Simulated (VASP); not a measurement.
# Sn12O25 (a cell with a defect) in VASP: a series of runs

The runs below take Sn12O25 (a cell with a defect) through single point, with PBE.

Program: VASP 6.6.1. These are calculated values, not measurements. Logs are shortened: lines on timing, memory, paths and dates and some standing lists are left out, and cuts for length are marked.

### 1 The cell of the first run

The cell holds a defect, 37 atoms: a = 7.769 Å, b = 7.769 Å, c = 9.697 Å, α = 77.99°, β = 77.99°, γ = 87.52°.

### 2 Single point, PBE, collinear spin

Input file INCAR:

```
SYSTEM = Sn12O25
PREC = Accurate
ENCUT = 520
EDIFF = 1E-6
ISMEAR = 0
SIGMA = 0.05
LREAL = Auto
LASPH = .TRUE.
NELM = 150
ALGO = Normal
ISIF = 2
LWAVE = .FALSE.
LCHARG = .FALSE.
ISPIN = 2
MAGMOM = 0 0 0 0 0 0 0 0 0 0 0 0 0 0 0 0 0 0 0 0 0 0 0 0 0 0.02 0 0 0.03 0 0 0 0.04 0 0 0.02 1.79
LORBIT = 11
GGA = PE
NBANDS = 187
LUSENCCL = .FALSE.
```

Input file KPOINTS:

```
regular mesh
0
G
  2 2 1
  0 0 0
```

Input file POSCAR:

```
Sn12O25
1.0
   -5.3733100000      5.3733100000      1.6162330000
   -5.3733100000     -5.3733100000      1.6162330000
    0.0000000000      0.0000000000      9.6973980000
Sn O
12 25
Direct
    0.1831788400      0.4819028084      0.0552020111
    0.1831379112      0.4816122211      0.3883944344
    0.1836464446      0.4808688311      0.7220190603
    0.4837975188      0.8149727004      0.1162296860
    0.4829852987      0.8148576847      0.4494904804
    0.4831017005      0.8147190449      0.7832212462
    0.5159397526      0.1813461596      0.2164311751
    0.5169489030      0.1815966209      0.5493799118
    0.5172614345      0.1814058460      0.8831177791
    0.8168503972      0.5145407336      0.2773747413
    0.8165826599      0.5154138837      0.6104549917
    0.8167100554      0.5147384694      0.9443644244
    0.7019177337      0.3792513521      0.1525073349
    0.7018910262      0.3798026524      0.4857343494
    0.7022077563      0.3799145707      0.8188709164
    0.3812749041      0.2963126626      0.0529248861
    0.3812682150      0.2962947348      0.3865153061
    0.3818754739      0.2959158279      0.7197408722
    0.6187520564      0.7001198629      0.2795924288
    0.6181780659      0.7003029999      0.6129109709
    0.6186568083      0.6998518923      0.9462493664
    0.2980306777      0.6170556105      0.1801766560
    0.2979096091      0.6164200772      0.5137230873
    0.2980723288      0.6166700969      0.8468234263
    0.0527679829      0.3627615027      0.2633126459
    0.0522662436      0.3629078250      0.5969178460
    0.0525316354      0.3631422772      0.9300633753
    0.3644605302      0.9454420285      0.2808113265
    0.3645241494      0.9456434351      0.6144179008
    0.3653089736      0.9457097499      0.9476257282
    0.9472537445      0.6334390862      0.0694047674
    0.9474429272      0.6333265817      0.4024235217
    0.9476568492      0.6335786347      0.7357279438
    0.6354782688      0.0509994712      0.0519033474
    0.6347891033      0.0506180562      0.3850341774
    0.6355009199      0.0505149826      0.7181047051
    0.9982094927      0.9788918852      0.6703295527
```

Potentials or basis: VASP PAW PBE potentials, release 64 (Sn_d, O).

Command:

```
$ cat potpaw_PBE.64/Sn_d/POTCAR potpaw_PBE.64/O/POTCAR > POTCAR
$ mpirun -np 1 vasp_std > vasp.out
```

OUTCAR:

```text
SYSTEM = Sn12O25
   PREC = Accurate
   ENCUT = 520
   EDIFF = 1E-6
   ISMEAR = 0
   LREAL = Auto
   LASPH = .TRUE.
   NELM = 150
   ISIF = 2
   ISPIN = 2
   LORBIT = 11
   GGA = PE

 ion  position               nearest neighbor table
   1  0.183  0.482  0.055-  16 2.06  25 2.10  27 2.10  24 2.10  22 2.10  31 2.13  10 3.23  12 3.23
                             2 3.23   3 3.23
   2  0.183  0.482  0.388-  17 2.06  25 2.10  26 2.10  22 2.10  23 2.10  32 2.13  10 3.23  11 3.23
                             1 3.23   3 3.23
   3  0.184  0.481  0.722-  18 2.06  27 2.10  26 2.10  23 2.10  24 2.10  33 2.14   1 3.23  12 3.23
                             2 3.23  11 3.24
   4  0.484  0.815  0.116-  22 2.06  30 2.10  28 2.10  19 2.10  21 2.10  34 2.13   7 3.23   9 3.23
                             5 3.23   6 3.23
   5  0.483  0.815  0.449-  23 2.06  28 2.10  29 2.10  19 2.10  20 2.11  35 2.13   7 3.23   4 3.23
                             8 3.23   6 3.24
   6  0.483  0.815  0.783-  24 2.06  30 2.10  29 2.10  20 2.10  21 2.10  36 2.13   4 3.23   9 3.23
                             8 3.23   5 3.24
   7  0.516  0.181  0.216-  13 2.06  34 2.10  35 2.10  16 2.10  17 2.10  28 2.13   4 3.23   5 3.23
                             9 3.23   8 3.23
   8  0.517  0.182  0.549-  14 2.06  35 2.10  36 2.10  17 2.10  18 2.10  29 2.13   7 3.23   5 3.23
                             6 3.23   9 3.24
   9  0.517  0.181  0.883-  15 2.06  34 2.10  36 2.10  16 2.10  18 2.11  30 2.13   4 3.23   7 3.23
[... 29 lines left out ...]
  35  0.635  0.051  0.385-   8 2.10   7 2.10   5 2.13
  36  0.636  0.051  0.718-   8 2.10   9 2.10   6 2.13
  37  0.998  0.979  0.670-

  LATTYP: Found a base centered monoclinic cell.
 ALAT       =    11.2222403229
 B/A-ratio  =     0.9576180594
 C/A-ratio  =     0.8641231805
 COS(beta)  =    -0.2880410602

  Lattice vectors:

 A1 = (   5.3733100000,  -5.3733100000,  -1.6162330000)
 A2 = (   5.3733100000,   5.3733100000,  -1.6162330000)
 A3 = (   0.0000000000,   0.0000000000,   9.6973980000)

Analysis of symmetry for initial positions (statically):
=====================================================================
 Subroutine PRICEL returns:
 Original cell was already a primitive cell.

 Routine SETGRP: Setting up the symmetry group for a
 base centered monoclinic supercell.

 Subroutine GETGRP returns: Found  1 space group operations
 (whereof  1 operations were pure point group operations)
 out of a pool of  4 trial point group operations.

The static configuration has the point symmetry C_1 .

Analysis of symmetry for dynamics (positions and initial velocities):
=====================================================================
 Subroutine PRICEL returns:
 Original cell was already a primitive cell.

 Routine SETGRP: Setting up the symmetry group for a
 base centered monoclinic supercell.

 Subroutine GETGRP returns: Found  1 space group operations
 (whereof  1 operations were pure point group operations)
 out of a pool of  4 trial point group operations.

The dynamic configuration has the point symmetry C_1 .

Analysis of structural, dynamic, and magnetic symmetry:
=====================================================================
 Subroutine PRICEL returns:
 Original cell was already a primitive cell.

 Routine SETGRP: Setting up the symmetry group for a
 base centered monoclinic supercell.

 Subroutine GETGRP returns: Found  1 space group operations
 (whereof  1 operations were pure point group operations)
 out of a pool of  4 trial point group operations.

The overall configuration has the point symmetry C_1 .

 Subroutine INISYM returns: Found  1 space group operations
 (whereof  1 operations are pure point group operations),
 and found     1 'primitive' translations

----------------------------------------------------------------------------------------

                                     Primitive cell

  volume of cell :     559.9755

  direct lattice vectors                    reciprocal lattice vectors
    -5.373310000  5.373310000  1.616233000    -0.093052513  0.093052513  0.000000000
    -5.373310000 -5.373310000  1.616233000    -0.093052513 -0.093052513  0.000000000
     0.000000000  0.000000000  9.697398000     0.031017504  0.000000000  0.103120445

  length of vectors
     7.768985122  7.768985122  9.697398000     0.131596126  0.131596126  0.107684316

  position of ions in fractional coordinates (direct lattice)
[... 118 lines left out ...]
 SYSTEM =  Sn12O25
   PREC   = accura    normal or accurate (medium, high low for compatibility)
   ISTART =      0    job   : 0-new  1-cont  2-samecut
   ICHARG =      2    charge: 1-file 2-atom 10-const
   ISPIN  =      2    spin polarized calculation?
   LNONCOLLINEAR =      F non collinear calculations
   LSORBIT =      F    spin-orbit coupling
   LASPH  =      T    aspherical Exc in radial PAW
   ENCUT  =  520.0 eV  38.22 Ry    6.18 a.u.  14.45 14.45 18.03*2*pi/ulx,y,z
   NELM   =    150;   NELMIN=  2; NELMDL= -5     # of ELM steps
   EDIFF  = 0.1E-05   stopping-criterion for ELM
   LREAL  =      T    real-space projection
   EDIFFG = 0.1E-04   stopping-criterion for IOM
   NSW    =      0    number of steps for IOM
   IBRION =     -1    ionic relax: 0-MD 1-quasi-New 2-CG
   NFREE  =      0    steps in history (QN), initial steepest desc. (CG)
   ISIF   =      2    stress and relaxation
   ISYM   =      2    0-nonsym 1-usesym 2-fastsym
   POTIM  = 0.5000    time-step for ionic-motion
   TEBEG  =    0.0;   TEEND  =   0.0 temperature during run
   PSTRESS=    0.0 pullay stress
   NELECT =     318.0000    total number of electrons
   NUPDOWN=      -1.0000    fix difference up-down
   EMIN   =  10.00;   EMAX   =-10.00  energy-range for DOS
   EFERMI =   0.00;   METHOD = LEGACY
   ISMEAR =     0;   SIGMA  =   0.05  broadening in eV -4-tet -1-fermi 0-gaus
   EFERMI_NEDOS =   21; number of points for ismear=-14 and -15
   IALGO  =     38    algorithm
   IMIX   =      4    mixing-type and parameters
     AMIX     =   0.40;   BMIX     =  1.00
     AMIX_MAG =   1.60;   BMIX_MAG =  1.00
  volume/ion in A,a.u.               =      15.13       102.13
  Fermi-wavevector in a.u.,A,eV,Ry     =   1.355691  2.561885 25.006139  1.837899
  Thomas-Fermi vector in A             =   2.482758
   LORBIT       =     11    0 simple, 1 ext, 2 COOP (PROOUT), +10 PAW based schemes
   GGA     = PE    functional components
   LHFCALC =     F    Hartree Fock is set to
   AEXX    =    0.0000 exact exchange contribution
   IVDW    =     0    specifies the selected vdW correction
   LEPSILON=     F    determine dielectric tensor
   LRPA    =     F    only Hartree local field effects (RPA)
 spin polarized calculation
 Gauss-broadening in eV      SIGMA  =   0.05
  energy-cutoff  :      520.00
  volume of cell :      559.98
 maximum number of plane-waves:     15084
 NGX is ok and might be reduce to    60
   NGX = 29   NGY = 29   NGZ = 37

 number of electron     318.0000044 magnetization       1.9999301

 Free energy of the ion-electron system (eV)
  ---------------------------------------------------
  ext. energy  EPLUGINS =         0.00000000
  ---------------------------------------------------
  free energy    TOTEN  =      -223.22680225 eV

  energy without entropy =     -223.22680225  energy(sigma->0) =     -223.22680225

 E-fermi :   4.1981     XC(G=0):  -9.5667

 val. band max:        4.0001081905   @ k =   0.0000   0.0000   0.0000
 cond. band min:       4.3924101938   @ k =   0.0000   0.0000   0.0000
 fundamental gap:      0.3923020033
 Fermi energy:         4.1981188949

 spin component 1

 k-point     1 :       0.0000    0.0000    0.0000
  band No.  band energies     occupation
      1     -17.8619      1.00000
      2     -17.8606      1.00000
      3     -17.8532      1.00000
      4     -17.8447      1.00000
      5     -17.7953      1.00000
      6     -17.7879      1.00000
[... 685 lines left out ...]
    170       8.1883      0.00000
    171       8.9846      0.00000
 Fermi energy:         4.1981188949

 spin component 2

 k-point     1 :       0.0000    0.0000    0.0000
  band No.  band energies     occupation
      1     -17.8597      1.00000
      2     -17.8590      1.00000
      3     -17.8524      1.00000
      4     -17.8442      1.00000
      5     -17.7940      1.00000
      6     -17.7868      1.00000
[... 685 lines left out ...]
    170       8.1903      0.00000
    171       8.9878      0.00000
 [bands above 171 left out]

------------------------ aborting loop because EDIFF is reached ----------------------------------------

  FORCE on cell =-STRESS in cart. coord.  units (eV):
  Direction    XX          YY          ZZ          XY          YZ          ZX
  --------------------------------------------------------------------------------------
  -------------------------------------------------------------------------------------
  Total        4.1975824      4.2178643      5.9404642     -0.0051676     -0.0039267     -0.0087545
  in kB       12.0099390     12.0679686     16.9965962     -0.0147853     -0.0112350     -0.0250480
  external PRESSURE =      13.6915013 kB  Pullay stress =       0.0000000 kB

 VOLUME and BASIS-vectors are now :
 -----------------------------------------------------------------------------
  energy-cutoff  :      520.00
  volume of cell :      559.98
      direct lattice vectors                 reciprocal lattice vectors
    -5.373310000  5.373310000  1.616233000    -0.093052513  0.093052513  0.000000000
    -5.373310000 -5.373310000  1.616233000    -0.093052513 -0.093052513  0.000000000
     0.000000000  0.000000000  9.697398000     0.031017504  0.000000000  0.103120445

 POSITION                                       TOTAL-FORCE (eV/Angst)
 -----------------------------------------------------------------------------------
     -3.57369     -1.60514      1.61024        -0.035423     -0.006072      0.004127
     -3.57191     -1.60379      4.84081        -0.032118     -0.007992     -0.002826
     -3.57065     -1.59707      8.07572        -0.035917     -0.007529     -0.008100
     -6.97870     -1.77951      3.22624        -0.004277      0.032254      0.014334
     -6.97371     -1.78325      6.45650        -0.007929      0.027040     -0.009254
     -6.97359     -1.78188      9.69279        -0.003014      0.030351      0.001846
[... 29 lines left out ...]
     -3.68618      3.14331      8.07251        -0.025244      0.057184      0.007298
    -10.62358      0.10380      9.69591        -0.007911     -0.002667     -0.002188
 -----------------------------------------------------------------------------------
    total drift:                               -0.064696     -0.047088     -0.066887

  FREE ENERGIE OF THE ION-ELECTRON SYSTEM (eV)
  ---------------------------------------------------
  free  energy   TOTEN  =      -223.2268022497 eV

  energy  without entropy=     -223.2268022472  energy(sigma->0) =     -223.22680225

 total charge

# of ion       s       p       d       tot
------------------------------------------
    1        0.898   1.037  10.324  12.259
    2        0.898   1.036  10.324  12.258
    3        0.898   1.036  10.324  12.258
    4        0.898   1.037  10.324  12.260
    5        0.898   1.036  10.324  12.257
    6        0.898   1.037  10.324  12.259
[... 29 lines left out ...]
   36        1.576   3.431   0.000   5.007
   37        1.622   2.949   0.000   4.572
--------------------------------------------------
tot         50.024  98.343 123.889 272.256

 magnetization (x)

# of ion       s       p       d       tot
------------------------------------------
    1        0.000   0.000   0.000   0.000
    2       -0.000   0.000   0.000   0.000
    3       -0.000   0.000   0.000   0.000
    4       -0.000   0.000   0.000   0.000
    5       -0.000   0.000   0.000   0.000
    6       -0.000  -0.000   0.000  -0.000
[... 29 lines left out ...]
   36        0.002   0.021   0.000   0.023
   37        0.017   1.469   0.000   1.486
--------------------------------------------------
tot          0.025   1.571   0.002   1.598
```

Run time: 5 min. Hardware: 1 × NVIDIA H100 80GB with 1 thread of AMD EPYC 7R13 (Zen 3), shared host; peak memory 1.9 GiB.

Results:

- Free energy: -223.2268 eV
- Pressure: 1.4 GPa
- Largest force: 0.063 eV/Å
- Band gap on the k mesh: 0.39 eV
- Net moment: 2.00 μB per cell
- Site moments: Sn +0.00, -0.00 (each value once); O +0.00, -0.00, +0.02, +0.04, +1.49 (each value once) μB
- Valence electrons inside the program's atomic spheres: Sn 12.26; O 5.04, 5.01, 5.00, 4.57 (each value once)

Forces in eV/Å, atoms in the order of the input:
```
Sn  -0.035 -0.006  0.004
Sn  -0.032 -0.008 -0.003
Sn  -0.036 -0.008 -0.008
Sn  -0.004  0.032  0.014
Sn  -0.008  0.027 -0.009
Sn  -0.003  0.030  0.002
Sn  -0.009 -0.030  0.002
Sn   0.003 -0.028 -0.009
Sn   0.010 -0.032  0.005
Sn   0.034  0.002 -0.001
Sn   0.041  0.001 -0.016
Sn   0.023  0.008  0.005
O    0.009 -0.007  0.006
O    0.004 -0.003  0.005
O   -0.016 -0.004  0.001
O   -0.006  0.000  0.001
O   -0.007 -0.004  0.000
O   -0.006  0.018  0.006
O    0.008 -0.004  0.002
O    0.007 -0.004  0.006
O    0.007 -0.016 -0.003
O    0.002  0.009 -0.005
O    0.001  0.011 -0.001
O    0.012  0.010 -0.003
O    0.047  0.022  0.001
O    0.050  0.028  0.012
O    0.054  0.022 -0.011
O    0.027 -0.041  0.000
O    0.024 -0.056  0.007
O    0.025 -0.052 -0.015
O   -0.052 -0.026 -0.010
O   -0.053 -0.026  0.002
O   -0.050 -0.028  0.008
O   -0.016  0.055 -0.006
O   -0.020  0.052  0.006
O   -0.025  0.057  0.007
O   -0.008 -0.003 -0.002
```

Caveat: the k points lie up to 0.68 Å⁻¹ apart; spin-orbit coupling is left out, which moves the levels of the heavy elements.

### 3 Single point, PBE, collinear spin

Input file INCAR:

```
SYSTEM = Sn12O25
PREC = Accurate
ENCUT = 520
EDIFF = 1E-6
ISMEAR = 0
SIGMA = 0.05
LREAL = Auto
LASPH = .TRUE.
NELM = 150
ALGO = Normal
ISIF = 2
LWAVE = .FALSE.
LCHARG = .TRUE.
ISPIN = 2
MAGMOM = 0 0 0 0 0 0 0 0 0 0 0 0 0 0 0 0 0 0 0 0 0 0 0 0 0 0 0 0 0.2 0 0 0 0.2 0 0 0.2 1.79
LORBIT = 11
GGA = PE
LELF = .TRUE.
LVHAR = .TRUE.
NELECT = 319.0
NBANDS = 187
LUSENCCL = .FALSE.
```

Input file KPOINTS:

```
Automatic mesh
0
G
  2 2 1
  0 0 0
```

POSCAR is that of step 2.

Potentials or basis: VASP PAW PBE potentials, release 64 (Sn_d, O).

Command:

```
$ cat potpaw_PBE.64/Sn_d/POTCAR potpaw_PBE.64/O/POTCAR > POTCAR
$ mpirun -np 1 vasp_std > vasp.out
```

It took 5.8 min on 1 × NVIDIA H100 80GB with 1 thread of AMD EPYC 7R13 (Zen 3), shared host; peak memory 1.9 GiB.

Results (log left out):

* Free energy: -218.4353 eV
* Largest force: 0.165 eV/Å
* Net moment: 1.50 μB per cell
* Site moments: Sn -0.01; O -0.00, -0.01, +0.01, +0.02, +1.38 (each value once) μB
* Valence electrons inside the program's atomic spheres: Sn 12.29; O 5.04, 5.05, 5.02, 5.01, 4.61 (each value once)

Forces on the atoms (eV/Å):
```
Sn  -0.062 -0.018 -0.043
Sn  -0.008 -0.010  0.094
Sn  -0.022 -0.082 -0.058
Sn  -0.025  0.056 -0.019
Sn   0.017  0.001  0.093
Sn  -0.082  0.017 -0.068
Sn   0.007 -0.051  0.028
Sn   0.082 -0.008  0.063
Sn  -0.018 -0.008 -0.092
Sn   0.060  0.014  0.035
Sn   0.017  0.049  0.062
Sn  -0.016  0.011 -0.108
O    0.021  0.004  0.011
O    0.006 -0.009 -0.032
O    0.049 -0.014  0.033
O    0.008 -0.015  0.023
O   -0.018 -0.009 -0.037
O   -0.013 -0.039  0.021
O   -0.006  0.010 -0.016
O    0.019  0.043 -0.016
O    0.022 -0.018  0.038
O   -0.010 -0.002 -0.004
O   -0.049  0.024 -0.040
O    0.005  0.020  0.036
O    0.138  0.023 -0.023
O    0.087  0.004 -0.034
O    0.147  0.043  0.063
O    0.025 -0.132 -0.032
O   -0.022 -0.079 -0.019
O    0.045 -0.141  0.046
O   -0.140 -0.026  0.024
O   -0.146 -0.037 -0.063
O   -0.048  0.032  0.036
O   -0.010  0.149  0.030
O   -0.040  0.141 -0.058
O    0.011  0.080  0.032
O   -0.032 -0.023 -0.002
```

Levels at points of the mesh, in eV from the Fermi level:
Spin up:
```
           k point  band 157  band 158  band 159  band 160  band 161  band 162  band 163  band 164
(0.00, 0.00, 0.00)     -2.85     -2.54     -2.50     -1.83     -0.93      2.03      2.03      2.10
(0.50, 0.00, 0.00)     -2.80     -2.72     -2.48     -1.83      0.10      0.90      2.17      2.18
(0.00, 0.50, 0.00)     -2.80     -2.67     -2.50     -1.83      0.10      0.89      2.17      2.18
(0.50, 0.50, 0.00)     -2.78     -2.70     -2.67     -1.84      1.07      1.07      1.21      2.20
```
Spin down:
| k point | band 156 | band 157 | band 158 | band 159 | band 160 | band 161 | band 162 | band 163 |
| --- | --- | --- | --- | --- | --- | --- | --- | --- |
| (0.00, 0.00, 0.00) | -2.86 | -2.85 | -0.94 | -0.79 | 0.30 | 0.33 | 2.01 | 2.01 |
| (0.50, 0.00, 0.00) | -2.80 | -2.76 | -0.79 | -0.10 | 0.31 | 0.43 | 0.88 | 2.16 |
| (0.00, 0.50, 0.00) | -2.82 | -2.76 | -0.79 | -0.10 | 0.30 | 0.45 | 0.88 | 2.16 |
| (0.50, 0.50, 0.00) | -2.84 | -2.67 | -0.79 | 0.18 | 0.21 | 1.12 | 1.12 | 1.19 |

Caveat: the k points lie up to 0.68 Å⁻¹ apart; the cell carries a net charge on a neutralising background, which shifts energy and pressure; the cell is charged against a uniform background, so pressure and absolute levels hang on convention; spin-orbit coupling is left out, which moves the levels of the heavy elements.
